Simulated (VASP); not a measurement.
Wanted: the native input for a VASP 6.6.1 run.

| Property | Result |
| --- | --- |
| Task | single point |
| Functional | PBE |
| Potentials or basis | VASP PAW PBE potentials, release 64 (Ni) |
| Cutoff | 520 eV |
| k mesh | 53 × 53 × 53 |
| Occupations | fermi-dirac, width 0.0612256 eV |
| Spin | no spin polarisation |
| Dipole correction | no |
| Further INCAR settings | ALGO = Normal; EDIFF = 1e-06; NBANDS = 11 |

The structure of Ni lies in POSCAR:

```
Ni
1.0
    0.0000000000      1.7681234766      1.7681234766
    1.7681234766      0.0000000000      1.7681234766
    1.7681234766      1.7681234766      0.0000000000
Ni
1
Direct
    0.0000000000      0.0000000000      0.0000000000
```

The input as run:

INCAR

```
SYSTEM = Ni
  PREC = Accurate
  ENCUT = 520
  EDIFF = 1E-6
  ISMEAR = -1
  SIGMA = 0.06122561905347299
  LREAL = .False.
  LASPH = .True.
  NELM = 100
  ALGO = Normal
  ISIF = 2
  LWAVE = .False.
  LCHARG = .False.
  GGA = PE
  NBANDS = 11
```

KPOINTS

```
regular mesh
0
Gamma
  53 53 53
  0 0 0
```

Potentials or basis: VASP PAW PBE potentials, release 64 (Ni).

Command:

```console
$ cat potpaw_PBE.64/Ni/POTCAR > POTCAR
$ mpirun -np 1 vasp_std > vasp.out
```

Results of the run:

```yaml
Pressure: -3.8 GPa
Band_gap_on_the_k_mesh: zero (band 5 reaches 9.12 eV, above the bottom of band 6 at 8.18 eV)
```

Caveat: the run has no spin polarisation, though such a crystal can be magnetic.

Wall time 4.1 min on 1 thread of Intel(R) Xeon(R) Platinum 8488C (Sapphire Rapids), with other jobs on the host, peak memory 0.54 GiB.
